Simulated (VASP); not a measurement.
Wanted: the native input for a VASP 6.6.1 run.

* Task: single point
* Functional: LDA
* Potentials or basis: VASP PAW LDA potentials, release 64 (Rb_sv, W_sv)
* Cutoff: 520 eV
* k mesh: 8 × 8 × 5
* Occupations: fermi-dirac, width 0.05 eV
* Spin: no spin polarisation
* Dipole correction: no
* Further INCAR settings: ALGO = Normal; EDIFF = 1e-06; NBANDS = 18

The structure of RbW lies in POSCAR:

```
RbW
1.0
    3.5466225900      0.0000000000      0.0000000000
   -1.7733112900      3.0714652600      0.0000000000
    0.0000000000      0.0000000000      5.4941446400
Rb W
1 1
Direct
    0.0000000000      0.0000000000      0.5000000000
    0.6666666700      0.3333333300      0.0000000000
```

The input as run:

INCAR

```
PREC     = Accurate       # precision mode
ENCUT    = 520            # plane-wave cutoff, eV
EDIFF    = 1E-6           # SCF threshold, eV
ISMEAR   = -1             # smearing method
SIGMA    = 0.05           # smearing width, eV
LREAL    = F              # projectors in reciprocal space
LASPH    = T              # aspherical terms in the spheres
NELM     = 100            # most SCF steps
ALGO     = Normal         # electronic algorithm
ISIF     = 2              # what is computed and relaxed
LWAVE    = F              # write WAVECAR
LCHARG   = F              # write CHGCAR
GGA      = CA             # functional
NBANDS   = 18             # bands
```

KPOINTS

```
Automatic mesh
0
Gamma
  8 8 5
```

Potentials or basis: VASP PAW LDA potentials, release 64 (Rb_sv, W_sv).

Launch:

```console
$ cat potpaw_LDA.64/Rb_sv/POTCAR potpaw_LDA.64/W_sv/POTCAR > POTCAR
$ mpirun -np 1 vasp_std > vasp.out
```

It gave:

```json
{
 "Pressure": "-10.4 GPa",
 "Band gap on the k mesh": "zero (an odd number of electrons rules out a gap without spin polarisation)"
}
```

Caveat: the stress differs along the axes, from -18 to 5 GPa; spin-orbit coupling is left out, which moves the levels of the heavy elements.

It took 16 s on 1 thread of Intel(R) Xeon(R) Platinum 8488C (Sapphire Rapids), with other jobs on the host, peak memory 0.16 GiB.
